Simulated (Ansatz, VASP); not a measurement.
**LiCl in VASP and in Ansatz**

```
Li Cl
1.0
     0.00000    2.50385    2.50385
     2.50385    0.00000    2.50385
     2.50385    2.50385    0.00000
Li Cl
1 1
Direct
  0.00000 0.00000 0.00000
  0.50000 0.50000 0.50000
```

Alike in both runs: task single point; functional r2SCAN; k mesh 8 × 8 × 8; no spin polarisation.

|  | VASP | Ansatz |
| --- | --- | --- |
| version | VASP 6.6.1 | Ansatz 0.2.0 |
| potentials or method | VASP PAW PBE potentials, release 64 (Li_sv, Cl) | plane waves, PAW |
| plane-wave cutoff (eV) | 520 | 500 |
| occupations | gaussian, width 0.01 eV | fixed |
| valence electrons in the cell | 10 | 10 |

|  | VASP | Ansatz | Ansatz less VASP |
| --- | --- | --- | --- |
| gap on the k mesh at the Fermi level (eV) | 7.62 | 7.61 | -0.015 |

VASP's potentials were made for PBE, not for r2SCAN.

Noted on VASP's run: the cutoff is short for stress, so the pressure is rough.
